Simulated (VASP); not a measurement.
# Sb (Cmce) in VASP: single point with PBE

Aim: the single point of Sb with PBE.

Program: VASP 6.6.1. These are calculated values, not measurements. Logs are shortened: lines on timing, memory, paths and dates and some standing lists are left out, and cuts for length are marked.

## 1. The cell of the first run

Symmetry: Cmce, No. 64, orthorhombic system. The conventional cell has a = 5.296 Å, b = 8.975 Å, c = 5.303 Å, α = 90.00°, β = 90.00°, γ = 90.00°. Within 3.8 Å of Sb (site symmetry m) lie 7 Sb at 2.86 to 3.28 Å.

## 2. Single point, PBE

INCAR reads:

```
PREC = Accurate ; ENCUT = 520
EDIFF = 1E-7 ; ISMEAR = 0
SIGMA = 0.1 ; LREAL = F
LASPH = T ; NELM = 100
ALGO = Normal ; ISIF = 2
LWAVE = F ; LCHARG = F
GGA = PE ; NBANDS = 18
```

KPOINTS reads:

```
regular mesh
0
Gamma
  4 4 4
```

POSCAR reads:

```
Sb
1.0
    2.6478847451     -4.4876735981      0.0000000000
    2.6478847451      4.4876735981      0.0000000000
    0.0000000000      0.0000000000      5.3028137664
Sb
4
Direct
    0.1525000000      0.8475000000      0.0785000000
    0.6525000000      0.3475000000      0.4215000000
    0.8475000000      0.1525000000      0.9215000000
    0.3475000000      0.6525000000      0.5785000000
```

Potentials or basis: VASP PAW PBE potentials, release 64 (Sb).

Command:

```
> cat potpaw_PBE.64/Sb/POTCAR > POTCAR
> mpirun -np 1 vasp_std > vasp.out
```

OUTCAR:

```text
PREC = Accurate
   ENCUT = 520
   EDIFF = 1E-7
   ISMEAR = 0
   LREAL = F
   LASPH = T
   NELM = 100
   ISIF = 2
   GGA = PE

 ion  position               nearest neighbor table
   1  0.153  0.847  0.078-   3 2.86   4 3.18   4 3.18   2 3.21   2 3.21   3 3.28   3 3.28
   2  0.653  0.347  0.422-   4 2.86   3 3.18   3 3.18   1 3.21   1 3.21   4 3.28   4 3.28
   3  0.847  0.153  0.922-   1 2.86   2 3.18   2 3.18   4 3.21   4 3.21   1 3.28   1 3.28
   4  0.347  0.653  0.578-   2 2.86   1 3.18   1 3.18   3 3.21   3 3.21   2 3.28   2 3.28

  LATTYP: Found a base centered orthorhombic cell.
 ALAT       =     5.2957694902
 B/A-ratio  =     1.6948145520
 C/A-ratio  =     1.0013301705

  Lattice vectors:

 A1 = (   2.6478847451,  -4.4876735981,   0.0000000000)
 A2 = (   2.6478847451,   4.4876735981,   0.0000000000)
 A3 = (   0.0000000000,   0.0000000000,   5.3028137664)

Analysis of symmetry for initial positions (statically):
=====================================================================
 Subroutine PRICEL returns:
 Original cell was already a primitive cell.

 Routine SETGRP: Setting up the symmetry group for a
 base centered orthorhombic supercell.

 Subroutine GETGRP returns: Found  8 space group operations
 (whereof  4 operations were pure point group operations)
 out of a pool of  8 trial point group operations.

The static configuration has the point symmetry C_2h.
 The point group associated with its full space group is D_2h.

Analysis of symmetry for dynamics (positions and initial velocities):
=====================================================================
 Subroutine PRICEL returns:
 Original cell was already a primitive cell.

 Routine SETGRP: Setting up the symmetry group for a
 base centered orthorhombic supercell.

 Subroutine GETGRP returns: Found  8 space group operations
 (whereof  4 operations were pure point group operations)
 out of a pool of  8 trial point group operations.

The dynamic configuration has the point symmetry C_2h.
 The point group associated with its full space group is D_2h.

 Subroutine INISYM returns: Found  8 space group operations
 (whereof  4 operations are pure point group operations),
 and found     1 'primitive' translations

----------------------------------------------------------------------------------------

                                     Primitive cell

  volume of cell :     126.0250

  direct lattice vectors                    reciprocal lattice vectors
     2.647884745 -4.487673598  0.000000000     0.188829971 -0.111416303  0.000000000
     2.647884745  4.487673598  0.000000000     0.188829971  0.111416303  0.000000000
     0.000000000  0.000000000  5.302813766     0.000000000  0.000000000  0.188579129

  length of vectors
     5.210614930  5.210614930  5.302813766     0.219249517  0.219249517  0.188579129

  position of ions in fractional coordinates (direct lattice)
     0.152500000  0.847500000  0.078500000
     0.652500000  0.347500000  0.421500000
     0.847500000  0.152500000  0.921500000
     0.347500000  0.652500000  0.578500000

  ion indices of the primitive-cell ions
   primitive index   ion index
                 1           1
                 2           2
                 3           3
                 4           4

----------------------------------------------------------------------------------------

 KPOINTS: regular mesh

Automatic generation of k-mesh.
 Grid dimensions read from file:
 generate k-points for:    4    4    4

 Generating k-lattice:

  Cartesian coordinates                     Fractional coordinates (reciprocal lattice)
     0.047207493 -0.027854076  0.000000000     0.250000000  0.000000000  0.000000000
     0.047207493  0.027854076  0.000000000     0.000000000  0.250000000  0.000000000
     0.000000000  0.000000000  0.047144782     0.000000000  0.000000000  0.250000000

  Length of vectors
     0.054812379  0.054812379  0.047144782

  Shift w.r.t. Gamma in fractional coordinates (k-lattice)
     0.000000000  0.000000000  0.000000000

 Subroutine IBZKPT returns following result:
 ===========================================

 Found     21 irreducible k-points:

 Following reciprocal coordinates:
            Coordinates               Weight
  0.000000  0.000000  0.000000      1.000000
  0.250000  0.000000  0.000000      4.000000
  0.500000  0.000000  0.000000      2.000000
  0.250000  0.250000  0.000000      2.000000
  0.500000  0.250000  0.000000      4.000000
 -0.250000  0.250000  0.000000      2.000000
[... 13 lines left out ...]
 -0.250000  0.250000  0.500000      2.000000
  0.500000  0.500000  0.500000      1.000000
   k-points           NKPTS =     21   k-points in BZ     NKDIM =     21   number of bands    NBANDS=     18
   number of dos      NEDOS =    301   number of ions     NIONS =      4
   total plane-waves  NPLWV =  64000
   dimension x,y,z NGX =    40 NGY =   40 NGZ =   40
   dimension x,y,z NGXF=    80 NGYF=   80 NGZF=   80
   ions per type =               4
   NGX,Y,Z   is equivalent  to a cutoff of  12.76, 12.76, 12.54 a.u.
   NGXF,Y,Z  is equivalent  to a cutoff of  25.52, 25.52, 25.08 a.u.
 SYSTEM =  unknown system
   PREC   = accura    normal or accurate (medium, high low for compatibility)
   ISTART =      0    job   : 0-new  1-cont  2-samecut
   ICHARG =      2    charge: 1-file 2-atom 10-const
   ISPIN  =      1    spin polarized calculation?
   LNONCOLLINEAR =      F non collinear calculations
   LSORBIT =      F    spin-orbit coupling
   LASPH  =      T    aspherical Exc in radial PAW
   ENCUT  =  520.0 eV  38.22 Ry    6.18 a.u.   9.69  9.69  9.86*2*pi/ulx,y,z
   NELM   =    100;   NELMIN=  2; NELMDL= -5     # of ELM steps
   EDIFF  = 0.1E-06   stopping-criterion for ELM
   LREAL  =      F    real-space projection
   EDIFFG = 0.1E-05   stopping-criterion for IOM
   NSW    =      0    number of steps for IOM
   IBRION =     -1    ionic relax: 0-MD 1-quasi-New 2-CG
   NFREE  =      0    steps in history (QN), initial steepest desc. (CG)
   ISIF   =      2    stress and relaxation
   ISYM   =      2    0-nonsym 1-usesym 2-fastsym
   POTIM  = 0.5000    time-step for ionic-motion
   TEBEG  =    0.0;   TEEND  =   0.0 temperature during run
   PSTRESS=    0.0 pullay stress
   NELECT =      20.0000    total number of electrons
   NUPDOWN=      -1.0000    fix difference up-down
   EMIN   =  10.00;   EMAX   =-10.00  energy-range for DOS
   EFERMI =   0.00;   METHOD = LEGACY
   ISMEAR =     0;   SIGMA  =   0.10  broadening in eV -4-tet -1-fermi 0-gaus
   EFERMI_NEDOS =   21; number of points for ismear=-14 and -15
   IALGO  =     38    algorithm
   IMIX   =      4    mixing-type and parameters
     AMIX     =   0.40;   BMIX     =  1.00
     AMIX_MAG =   1.60;   BMIX_MAG =  1.00
  volume/ion in A,a.u.               =      31.51       212.61
  Fermi-wavevector in a.u.,A,eV,Ry     =   0.886338  1.674936 10.688664  0.785595
  Thomas-Fermi vector in A             =   2.007491
   LORBIT       =      0    0 simple, 1 ext, 2 COOP (PROOUT), +10 PAW based schemes
   GGA     = PE    functional components
   LHFCALC =     F    Hartree Fock is set to
   AEXX    =    0.0000 exact exchange contribution
   IVDW    =     0    specifies the selected vdW correction
   LEPSILON=     F    determine dielectric tensor
   LRPA    =     F    only Hartree local field effects (RPA)
 non-spin polarized calculation
 Gauss-broadening in eV      SIGMA  =   0.10
  energy-cutoff  :      520.00
  volume of cell :      126.03
 maximum number of plane-waves:      3416
 NGX is ok and might be reduce to    40
   NGX = 19   NGY = 19   NGZ = 19

 number of electron      19.9999999 magnetization

 Free energy of the ion-electron system (eV)
  ---------------------------------------------------
  ext. energy  EPLUGINS =         0.00000000
  ---------------------------------------------------
  free energy    TOTEN  =       -15.12644891 eV

  energy without entropy =      -15.11634041  energy(sigma->0) =      -15.12139466

 E-fermi :   6.6228     XC(G=0):  -9.3278

 val. band max:        6.5956627231   @ k =   0.2500   0.2500   0.2500
 cond. band min:       6.6427830150   @ k =   0.2500   0.2500   0.0000
 fundamental gap:      0.0471202919
 Fermi energy:         6.6227997571

 k-point     1 :       0.0000    0.0000    0.0000
  band No.  band energies     occupation
      1      -5.8128      2.00000
      2      -2.2990      2.00000
      3      -0.8317      2.00000
      4      -0.6163      2.00000
      5       2.5896      2.00000
      6       2.7881      2.00000
[... 10 lines left out ...]
     17      11.0812      0.00000
     18      11.4518      0.00000

 k-point     2 :       0.2500    0.0000    0.0000
  band No.  band energies     occupation
      1      -5.4053      2.00000
      2      -2.6743      2.00000
      3      -1.4676      2.00000
      4      -0.9625      2.00000
      5       2.4414      2.00000
      6       3.2115      2.00000
[... 10 lines left out ...]
     17      11.7800      0.00000
     18      12.6450      0.00000

 k-point     3 :       0.5000    0.0000    0.0000
  band No.  band energies     occupation
      1      -4.2306      2.00000
      2      -4.2306      2.00000
      3      -1.3287      2.00000
      4      -1.3287      2.00000
      5       2.7584      2.00000
      6       2.7584      2.00000
[... 10 lines left out ...]
     17      12.1066      0.00000
     18      12.1066      0.00000

 k-point     4 :       0.2500    0.2500    0.0000
  band No.  band energies     occupation
      1      -4.6204      2.00000
      2      -3.3533      2.00000
      3      -2.7323      2.00000
      4      -0.1724      2.00000
      5       2.7973      2.00000
      6       2.8314      2.00000
[... 10 lines left out ...]
     17      11.2819      0.00000
     18      12.5949      0.00000

 k-point     5 :       0.5000    0.2500    0.0000
  band No.  band energies     occupation
      1      -4.6615      2.00000
      2      -3.2517      2.00000
      3      -2.6727      2.00000
      4      -0.3695      2.00000
      5       2.6632      2.00000
      6       2.7319      2.00000
[... 10 lines left out ...]
     17      11.8278      0.00000
     18      12.6700      0.00000

 k-point     6 :      -0.2500    0.2500    0.0000
  band No.  band energies     occupation
      1      -5.4160      2.00000
      2      -2.3903      2.00000
      3      -1.9909      2.00000
      4      -0.4370      2.00000
      5       2.0213      2.00000
      6       2.2076      2.00000
[... 10 lines left out ...]
     17      10.8359      0.00000
     18      13.2126      0.00000

 k-point     7 :       0.5000    0.5000    0.0000
  band No.  band energies     occupation
      1      -4.6636      2.00000
      2      -3.3478      2.00000
      3      -2.4769      2.00000
      4      -0.2238      2.00000
      5       1.6580      2.00000
      6       2.6292      2.00000
[... 10 lines left out ...]
     17      11.9484      0.00000
     18      12.1407      0.00000

 k-point     8 :       0.0000    0.0000    0.2500
  band No.  band energies     occupation
      1      -5.5146      2.00000
      2      -3.3425      2.00000
      3      -0.4221      2.00000
      4      -0.1576      2.00000
      5       2.8870      2.00000
      6       2.9085      2.00000
[... 10 lines left out ...]
     17      11.3886      0.00000
     18      12.5745      0.00000
[... 166 lines left out ...]
     17      12.4225      0.00000
     18      12.4225      0.00000

 k-point    17 :       0.5000    0.0000    0.5000
  band No.  band energies     occupation
      1      -3.6822      2.00000
      2      -3.6822      2.00000
      3      -2.2956      2.00000
      4      -2.2956      2.00000
      5       2.4463      2.00000
      6       2.4463      2.00000
[... 10 lines left out ...]
     17      11.8006      0.00000
     18      11.8006      0.00000

 k-point    18 :       0.2500    0.2500    0.5000
  band No.  band energies     occupation
      1      -3.7079      2.00000
      2      -3.7079      2.00000
      3      -2.2126      2.00000
      4      -2.2126      2.00000
      5       1.7645      2.00000
      6       1.7645      2.00000
[... 10 lines left out ...]
     17      11.9077      0.00000
     18      11.9077      0.00000

 k-point    19 :       0.5000    0.2500    0.5000
  band No.  band energies     occupation
      1      -3.7039      2.00000
      2      -3.7039      2.00000
      3      -2.2048      2.00000
      4      -2.2048      2.00000
      5       1.8348      2.00000
      6       1.8348      2.00000
[... 10 lines left out ...]
     17      12.4011      0.00000
     18      12.4011      0.00000

 k-point    20 :      -0.2500    0.2500    0.5000
  band No.  band energies     occupation
      1      -4.2967      2.00000
      2      -4.2967      2.00000
      3      -1.1360      2.00000
      4      -1.1360      2.00000
      5       3.2719      2.00000
      6       3.2719      2.00000
[... 10 lines left out ...]
     17      12.8115      0.00000
     18      12.8115      0.00000

 k-point    21 :       0.5000    0.5000    0.5000
  band No.  band energies     occupation
      1      -3.6843      2.00000
      2      -3.6843      2.00000
      3      -2.2516      2.00000
      4      -2.2516      2.00000
      5       2.8780      2.00000
      6       2.8780      2.00000
[... 10 lines left out ...]
     17      12.5433      0.00000
     18      12.5433      0.00000

------------------------ aborting loop because EDIFF is reached ----------------------------------------

  FORCE on cell =-STRESS in cart. coord.  units (eV):
  Direction    XX          YY          ZZ          XY          YZ          ZX
  --------------------------------------------------------------------------------------
  -------------------------------------------------------------------------------------
  Total        1.1859998      2.7419062      2.3821529      0.0000000     -0.0000000      0.0000000
  in kB       15.0778177     34.8583213     30.2847160      0.0000000     -0.0000000      0.0000000
  external PRESSURE =      26.7402850 kB  Pullay stress =       0.0000000 kB

 VOLUME and BASIS-vectors are now :
 -----------------------------------------------------------------------------
  energy-cutoff  :      520.00
  volume of cell :      126.03
      direct lattice vectors                 reciprocal lattice vectors
     2.647884745 -4.487673598  0.000000000     0.188829971 -0.111416303  0.000000000
     2.647884745  4.487673598  0.000000000     0.188829971  0.111416303  0.000000000
     0.000000000  0.000000000  5.302813766     0.000000000  0.000000000  0.188579129

 POSITION                                       TOTAL-FORCE (eV/Angst)
 -----------------------------------------------------------------------------------
      2.64788      3.11893      0.41627         0.000000     -0.148931      0.341003
      2.64788     -1.36874      2.23514         0.000000     -0.148931     -0.341003
      2.64788     -3.11893      4.88654         0.000000      0.148931     -0.341003
      2.64788      1.36874      3.06768         0.000000      0.148931      0.341003
 -----------------------------------------------------------------------------------
    total drift:                               -0.000000     -0.000000     -0.000000

  FREE ENERGIE OF THE ION-ELECTRON SYSTEM (eV)
  ---------------------------------------------------
  free  energy   TOTEN  =       -15.1264489075 eV

  energy  without entropy=      -15.1163404063  energy(sigma->0) =      -15.12139466
```

Wall time 58 s (1 thread of AMD EPYC 7R13, shared host); peak memory 0.21 GiB.

What came out:

```
Free energy            : -15.1264 eV
Pressure               : 2.7 GPa
Largest force          : 0.372 eV/Å
Band gap on the k mesh : zero (bands 10 and 11 overlap by 1.58 eV)
```

Forces in eV/Å, atoms in the order of the input:
```
Sb   0.000 -0.149  0.341
Sb   0.000 -0.149 -0.341
Sb   0.000  0.149 -0.341
Sb   0.000  0.149  0.341
```

Stress tensor (GPa, compression positive):
```
1.51 0.00 0.00
0.00 3.49 0.00
0.00 0.00 3.03
```

Caveat: spin-orbit coupling is left out, which moves the levels of the heavy elements.

The gap in the log of VASP goes by the Fermi energy; the results here count the filled bands.